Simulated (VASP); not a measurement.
Mo:

```xyz
1
Lattice="2.7355 0.0000 0.0000 -1.3678 2.3690 0.0000 0.0000 0.0000 2.5552" Properties=species:S:1:pos:R:3 pbc="T T T"
Mo    0.0000    0.0000    1.2776
```

* Program: VASP 6.6.1
* Task: relaxation of cell and atoms
* Functional: PBEsol
* Potentials or basis: VASP PAW PBE potentials, release 64 (Mo_sv)
* Cutoff: 600 eV
* k mesh: 18 × 18 × 16
* Occupations: gaussian, width 0.1 eV
* Spin: no spin polarisation

At the start: pressure -3.7 GPa; volume 16.56 Å³/atom.

Question: How do energy, volume and symmetry change on relaxing?

Answer: Over 6 steps the energy falls by 9.8 meV/atom and the volume is 16.27 Å³/atom (-1.8 %); space group P6/mmm (No. 191, to 0.05 Å).

The path:
| step | energy change (eV) | largest force (eV/Å) | pressure (GPa) | volume (Å³) |
| --- | --- | --- | --- | --- |
| 1 | 0.0000 | 0.0000 | -3.68 | 16.56 |
| 2 | 0.0083 | 0.0000 | 9.47 | 15.66 |
| 3 | -0.0083 | 0.0000 | 1.25 | 16.18 |
| 4 | -0.0091 | 0.0000 | -0.82 | 16.33 |
| 5 | -0.0098 | 0.0000 | 0.06 | 16.27 |
| 6 | -0.0098 | 0.0000 | -0.01 | 16.27 |

Final structure:
```yaml
crystal:
  lattice:
    - [2.74315, 0.00000, 0.00000]
    - [-1.37157, 2.37564, 0.00000]
    - [0.00000, 0.00000, 2.49646]
  atoms:
    - { symbol: Mo, position: [0.00000, 0.00000, 0.50000] }
```

Caveat: the PAW data sets were made with another functional, which shifts forces and pressure a little.
